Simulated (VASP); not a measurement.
# Sb3Br (Fm-3m) in VASP: a series of runs

The runs below take Sb3Br through single point, relaxation of cell and atoms, with PBE.

All numbers are computed with VASP 6.6.1; they aren't measurements. Logs are shortened: lines on timing, memory, paths and dates and some standing lists are left out, and cuts for length are marked.

### 1 The cell of the first run

Symmetry: Fm-3m, No. 225, cubic system. Conventional cell: a = 7.539 Å, b = 7.539 Å, c = 7.539 Å, α = 90.00°, β = 90.00°, γ = 90.00°. Sb (site symmetry -43m) has 10 Sb at 3.26 to 3.77 Å and 4 Br at 3.26 Å within 4.3 Å. Within 4.3 Å of Sb (site symmetry m-3m) lie 8 Sb at 3.26 Å and 6 Br at 3.77 Å. Within 4.3 Å of Br (site symmetry m-3m) lie 14 Sb at 3.26 to 3.77 Å.

The cell was generated, and may not be a known phase.

### 2 Single point, PBE

File INCAR:

```
  PREC = Accurate
  ENCUT = 520
  EDIFF = 1E-6
  ISMEAR = 0
  SIGMA = 0.1
  LREAL = False
  LASPH = True
  NELM = 80
  ALGO = Fast
  ISIF = 2
  LWAVE = False
  LCHARG = True
  GGA = PE
  LELF = True
  LVHAR = True
  NBANDS = 19
```

File KPOINTS:

```
regular mesh
0
Gamma
  10 10 10
```

File POSCAR:

```
Sb3Br
1.0
    0.0000000000      3.7693692173      3.7693692173
    3.7693692173      0.0000000000      3.7693692173
    3.7693692173      3.7693692173      0.0000000000
Sb Br
3 1
Direct
    0.2500000000      0.2500000000      0.2500000000
    0.7500000000      0.7500000000      0.7500000000
    0.5000000000      0.5000000000      0.5000000000
    0.0000000000      0.0000000000      0.0000000000
```

Potentials or basis: VASP PAW PBE potentials, release 64 (Sb, Br).

Launch:

```sh
$ cat potpaw_PBE.64/Sb/POTCAR potpaw_PBE.64/Br/POTCAR > POTCAR
$ mpirun -np 1 vasp_std > vasp.out
```

OUTCAR:

```text
PREC = Accurate
   ENCUT = 520
   EDIFF = 1E-6
   ISMEAR = 0
   LREAL = False
   LASPH = True
   NELM = 80
   ISIF = 2
   GGA = PE

 ion  position               nearest neighbor table
   1  0.250  0.250  0.250-   4 3.26   4 3.26   4 3.26   3 3.26   4 3.26   3 3.26   3 3.26   3 3.26
                             2 3.77   2 3.77   2 3.77   2 3.77   2 3.77   2 3.77
   2  0.750  0.750  0.750-   3 3.26   3 3.26   3 3.26   3 3.26   4 3.26   4 3.26   4 3.26   4 3.26
                             1 3.77   1 3.77   1 3.77   1 3.77   1 3.77   1 3.77
   3  0.500  0.500  0.500-   1 3.26   1 3.26   1 3.26   1 3.26   2 3.26   2 3.26   2 3.26   2 3.26

   4  0.000  0.000  0.000-   2 3.26   2 3.26   2 3.26   1 3.26   2 3.26   1 3.26   1 3.26   1 3.26

  LATTYP: Found a face centered cubic cell.
 ALAT       =     7.5387384346

  Lattice vectors:

 A1 = (   0.0000000000,   3.7693692173,   3.7693692173)
 A2 = (   3.7693692173,   0.0000000000,   3.7693692173)
 A3 = (   3.7693692173,   3.7693692173,   0.0000000000)

Analysis of symmetry for initial positions (statically):
=====================================================================
 Subroutine PRICEL returns:
 Original cell was already a primitive cell.

 Routine SETGRP: Setting up the symmetry group for a
 face centered cubic supercell.

 Subroutine GETGRP returns: Found 48 space group operations
 (whereof 48 operations were pure point group operations)
 out of a pool of 48 trial point group operations.

The static configuration has the point symmetry O_h .

Analysis of symmetry for dynamics (positions and initial velocities):
=====================================================================
 Subroutine PRICEL returns:
 Original cell was already a primitive cell.

 Routine SETGRP: Setting up the symmetry group for a
 face centered cubic supercell.

 Subroutine GETGRP returns: Found 48 space group operations
 (whereof 48 operations were pure point group operations)
 out of a pool of 48 trial point group operations.

The dynamic configuration has the point symmetry O_h .

 Subroutine INISYM returns: Found 48 space group operations
 (whereof 48 operations are pure point group operations),
 and found     1 'primitive' translations

----------------------------------------------------------------------------------------

                                     Primitive cell

  volume of cell :     107.1115

  direct lattice vectors                    reciprocal lattice vectors
     0.000000000  3.769369217  3.769369217    -0.132648189  0.132648189  0.132648189
     3.769369217  0.000000000  3.769369217     0.132648189 -0.132648189  0.132648189
     3.769369217  3.769369217  0.000000000     0.132648189  0.132648189 -0.132648189

  length of vectors
     5.330693069  5.330693069  5.330693069     0.229753403  0.229753403  0.229753403

  position of ions in fractional coordinates (direct lattice)
     0.250000000  0.250000000  0.250000000
     0.750000000  0.750000000  0.750000000
     0.500000000  0.500000000  0.500000000
     0.000000000  0.000000000  0.000000000

  ion indices of the primitive-cell ions
   primitive index   ion index
                 1           1
                 2           2
                 3           3
                 4           4

----------------------------------------------------------------------------------------

 KPOINTS: regular mesh

Automatic generation of k-mesh.
 Grid dimensions read from file:
 generate k-points for:   10   10   10

 Generating k-lattice:

  Cartesian coordinates                     Fractional coordinates (reciprocal lattice)
    -0.013264819  0.013264819  0.013264819     0.100000000  0.000000000  0.000000000
     0.013264819 -0.013264819  0.013264819     0.000000000  0.100000000  0.000000000
     0.013264819  0.013264819 -0.013264819     0.000000000  0.000000000  0.100000000

  Length of vectors
     0.022975340  0.022975340  0.022975340

  Shift w.r.t. Gamma in fractional coordinates (k-lattice)
     0.000000000  0.000000000  0.000000000

 Subroutine IBZKPT returns following result:
 ===========================================

 Found     47 irreducible k-points:

 Following reciprocal coordinates:
            Coordinates               Weight
  0.000000  0.000000  0.000000      1.000000
  0.100000  0.000000  0.000000      8.000000
  0.200000  0.000000  0.000000      8.000000
  0.300000  0.000000  0.000000      8.000000
  0.400000  0.000000  0.000000      8.000000
  0.500000  0.000000  0.000000      4.000000
[... 16 lines left out ...]
  0.300000  0.300000  0.000000      6.000000
  0.400000  0.300000  0.000000     24.000000
 [... further k-points ...]
   k-points           NKPTS =     47   k-points in BZ     NKDIM =     47   number of bands    NBANDS=     19
   number of dos      NEDOS =    301   number of ions     NIONS =      4
   total plane-waves  NPLWV =  64000
   dimension x,y,z NGX =    40 NGY =   40 NGZ =   40
   dimension x,y,z NGXF=    80 NGYF=   80 NGZF=   80
   ions per type =               3   1
   NGX,Y,Z   is equivalent  to a cutoff of  12.47, 12.47, 12.47 a.u.
   NGXF,Y,Z  is equivalent  to a cutoff of  24.95, 24.95, 24.95 a.u.
 SYSTEM =  unknown system
   PREC   = accura    normal or accurate (medium, high low for compatibility)
   ISTART =      0    job   : 0-new  1-cont  2-samecut
   ICHARG =      2    charge: 1-file 2-atom 10-const
   ISPIN  =      1    spin polarized calculation?
   LNONCOLLINEAR =      F non collinear calculations
   LSORBIT =      F    spin-orbit coupling
   LASPH  =      T    aspherical Exc in radial PAW
   ENCUT  =  520.0 eV  38.22 Ry    6.18 a.u.   9.91  9.91  9.91*2*pi/ulx,y,z
   NELM   =     80;   NELMIN=  2; NELMDL= -5     # of ELM steps
   EDIFF  = 0.1E-05   stopping-criterion for ELM
   LREAL  =      F    real-space projection
   EDIFFG = 0.1E-04   stopping-criterion for IOM
   NSW    =      0    number of steps for IOM
   IBRION =     -1    ionic relax: 0-MD 1-quasi-New 2-CG
   NFREE  =      0    steps in history (QN), initial steepest desc. (CG)
   ISIF   =      2    stress and relaxation
   ISYM   =      2    0-nonsym 1-usesym 2-fastsym
   POTIM  = 0.5000    time-step for ionic-motion
   TEBEG  =    0.0;   TEEND  =   0.0 temperature during run
   PSTRESS=    0.0 pullay stress
   NELECT =      22.0000    total number of electrons
   NUPDOWN=      -1.0000    fix difference up-down
   EMIN   =  10.00;   EMAX   =-10.00  energy-range for DOS
   EFERMI =   0.00;   METHOD = LEGACY
   ISMEAR =     0;   SIGMA  =   0.10  broadening in eV -4-tet -1-fermi 0-gaus
   EFERMI_NEDOS =   21; number of points for ismear=-14 and -15
   IALGO  =     68    algorithm
   IMIX   =      4    mixing-type and parameters
     AMIX     =   0.40;   BMIX     =  1.00
     AMIX_MAG =   1.60;   BMIX_MAG =  1.00
  volume/ion in A,a.u.               =      26.78       180.71
  Fermi-wavevector in a.u.,A,eV,Ry     =   0.965911  1.825307 12.694015  0.932984
  Thomas-Fermi vector in A             =   2.095668
   LORBIT       =      0    0 simple, 1 ext, 2 COOP (PROOUT), +10 PAW based schemes
   GGA     = PE    functional components
   LHFCALC =     F    Hartree Fock is set to
   AEXX    =    0.0000 exact exchange contribution
   IVDW    =     0    specifies the selected vdW correction
   LEPSILON=     F    determine dielectric tensor
   LRPA    =     F    only Hartree local field effects (RPA)
 non-spin polarized calculation
 RMM-DIIS sequential band-by-band and
 Gauss-broadening in eV      SIGMA  =   0.10
  energy-cutoff  :      520.00
  volume of cell :      107.11
 maximum number of plane-waves:      2900
   NGX = 19   NGY = 19   NGZ = 19

 number of electron      22.0000003 magnetization

 Free energy of the ion-electron system (eV)
  ---------------------------------------------------
  ext. energy  EPLUGINS =         0.00000000
  ---------------------------------------------------
  free energy    TOTEN  =       -13.43764994 eV

  energy without entropy =      -13.42125785  energy(sigma->0) =      -13.42945389

 E-fermi :   7.3264     XC(G=0): -10.0176

 val. band max:        7.2437639042   @ k =   0.2000   0.0000   0.0000
 cond. band min:       7.3318537264   @ k =  -0.4000   0.3000   0.1000
 fundamental gap:      0.0880898222
 Fermi energy:         7.3263595148

 k-point     1 :       0.0000    0.0000    0.0000
  band No.  band energies     occupation
      1      -8.6151      2.00000
      2      -3.9760      2.00000
      3      -0.5751      2.00000
      4       1.0348      2.00000
      5       2.9801      2.00000
      6       2.9801      2.00000
[... 11 lines left out ...]
     18      11.0414      0.00000
     19      17.8038      0.00000

 k-point     2 :       0.1000    0.0000    0.0000
  band No.  band energies     occupation
      1      -8.5965      2.00000
      2      -3.9592      2.00000
      3      -0.6782      2.00000
      4       0.8404      2.00000
      5       2.8146      2.00000
      6       2.9128      2.00000
[... 11 lines left out ...]
     18      11.1399      0.00000
     19      17.4416      0.00000

 k-point     3 :       0.2000    0.0000    0.0000
  band No.  band energies     occupation
      1      -8.5470      2.00000
      2      -3.9025      2.00000
      3      -0.9966      2.00000
      4       0.4004      2.00000
      5       2.7579      2.00000
      6       2.7764      2.00000
[... 11 lines left out ...]
     18      11.7327      0.00000
     19      16.6793      0.00000

 k-point     4 :       0.3000    0.0000    0.0000
  band No.  band energies     occupation
      1      -8.4840      2.00000
      2      -3.7963      2.00000
      3      -1.4718      2.00000
      4      -0.0245      2.00000
      5       2.6587      2.00000
      6       2.6587      2.00000
[... 407 lines left out ...]
     18      13.7288      0.00000
     19      14.9060      0.00000

 k-point    23 :       0.3000    0.3000    0.0000
  band No.  band energies     occupation
      1      -8.4461      2.00000
      2      -3.6539      2.00000
      3      -1.2718      2.00000
      4      -0.8423      2.00000
      5       1.7603      2.00000
      6       1.7603      2.00000
[... 11 lines left out ...]
     18      14.6461      0.00000
     19      15.1891      0.00000

 k-point    24 :       0.4000    0.3000    0.0000
  band No.  band energies     occupation
      1      -8.4070      2.00000
      2      -3.4736      2.00000
      3      -1.5313      2.00000
      4      -1.2731      2.00000
      5       1.6379      2.00000
      6       1.8630      2.00000
[... 11 lines left out ...]
     18      14.2996      0.00000
     19      14.7058      0.00000

 [... further k-points ...]

------------------------ aborting loop because EDIFF is reached ----------------------------------------

  FORCE on cell =-STRESS in cart. coord.  units (eV):
  Direction    XX          YY          ZZ          XY          YZ          ZX
  --------------------------------------------------------------------------------------
  -------------------------------------------------------------------------------------
  Total       -0.0882592     -0.0882592     -0.0882592      0.0000000     -0.0000000      0.0000000
  in kB       -1.3201841     -1.3201841     -1.3201841      0.0000000     -0.0000000      0.0000000
  external PRESSURE =      -1.3201841 kB  Pullay stress =       0.0000000 kB

 VOLUME and BASIS-vectors are now :
 -----------------------------------------------------------------------------
  energy-cutoff  :      520.00
  volume of cell :      107.11
      direct lattice vectors                 reciprocal lattice vectors
     0.000000000  3.769369217  3.769369217    -0.132648189  0.132648189  0.132648189
     3.769369217  0.000000000  3.769369217     0.132648189 -0.132648189  0.132648189
     3.769369217  3.769369217  0.000000000     0.132648189  0.132648189 -0.132648189

 POSITION                                       TOTAL-FORCE (eV/Angst)
 -----------------------------------------------------------------------------------
      1.88468      1.88468      1.88468        -0.000000     -0.000000     -0.000000
      5.65405      5.65405      5.65405         0.000000      0.000000      0.000000
      3.76937      3.76937      3.76937        -0.000000      0.000000     -0.000000
      0.00000      0.00000      0.00000        -0.000000      0.000000     -0.000000
 -----------------------------------------------------------------------------------
    total drift:                               -0.000000      0.000000      0.000000

  FREE ENERGIE OF THE ION-ELECTRON SYSTEM (eV)
  ---------------------------------------------------
  free  energy   TOTEN  =       -13.4376499367 eV

  energy  without entropy=      -13.4212578508  energy(sigma->0) =      -13.42945389
```

It took 76 s on 1 thread of Oxide Virtual Turin-like, shared host; peak memory 0.25 GiB.

What came out:

| Item | Value |
| --- | --- |
| Free energy | -13.4376 eV |
| Pressure | -0.1 GPa |
| Band gap on the k mesh | zero (bands 11 and 12 overlap by 2.95 eV) |

Caveat: spin-orbit coupling is left out, which moves the levels of the heavy elements.

[end of part 1 of 2]

The gap in the log of VASP goes by the Fermi energy; the results here count the filled bands.